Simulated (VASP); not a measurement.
Here is a VASP 6.6.1 calculation.

POSCAR

```
Sc
1.0
   -1.8418296121      1.8418296121      1.8418296121
    1.8418296121     -1.8418296121      1.8418296121
    1.8418296121      1.8418296121     -1.8418296121
Sc
1
Direct
    0.0000000000      0.0000000000      0.0000000000
```

The input INCAR.step1:

```
SYSTEM = Sc
PREC     = Accurate       ! precision mode
ENCUT    = 600            ! plane-wave cutoff, eV
ISMEAR   = 0              ! smearing method
SIGMA    = 0.1            ! smearing width, eV
LREAL    = .False.        ! projectors in reciprocal space
LASPH    = .True.         ! aspherical terms in the spheres
NELM     = 60             ! most SCF steps
GGA      = PE             ! functional
ALGO     = Normal         ! electronic algorithm
EDIFF    = 1E-4           ! SCF threshold, eV
LWAVE    = .True.         ! write WAVECAR
LCHARG   = .False.        ! write CHGCAR
```

INCAR.step2

```
SYSTEM = Sc
PREC     = Accurate       ! precision mode
ENCUT    = 600            ! plane-wave cutoff, eV
EDIFF    = 1E-7           ! SCF threshold, eV
ISMEAR   = 0              ! smearing method
SIGMA    = 0.1            ! smearing width, eV
LREAL    = .False.        ! projectors in reciprocal space
LASPH    = .True.         ! aspherical terms in the spheres
NELM     = 60             ! most SCF steps
ALGO     = Normal         ! electronic algorithm
ISIF     = 3              ! what is computed and relaxed
LWAVE    = .False.        ! write WAVECAR
LCHARG   = .False.        ! write CHGCAR
METAGGA  = R2SCAN         ! meta-GGA
LMIXTAU  = .True.       
IBRION   = 2              ! ionic algorithm
NSW      = 100            ! ionic steps
EDIFFG   = -0.01          ! ionic threshold
ISTART   = 1
```

File KPOINTS:

```
regular mesh
0
Gamma
  22 22 22
  0 0 0
```

Potentials or basis: VASP PAW PBE potentials, release 64 (Sc_sv).

Command:

```console
$ cat potpaw_PBE.64/Sc_sv/POTCAR > POTCAR
$ cp INCAR.step1 INCAR
$ mpirun -np 1 vasp_std > vasp.out
$ cp INCAR.step2 INCAR
$ mpirun -np 1 vasp_std > vasp.out
```

(1) What does it give for the space group after relaxing (to 0.1 Å)?

(2) Estimate the band gap on the k mesh.

(3) Predict the relaxed cell.

Answers

(1) Im-3m (No. 229).

(2) zero (an odd number of electrons rules out a gap without spin polarisation).

(3) a = 3.199 Å, b = 3.199 Å, c = 3.199 Å, α = 109.47°, β = 109.47°, γ = 109.47°.
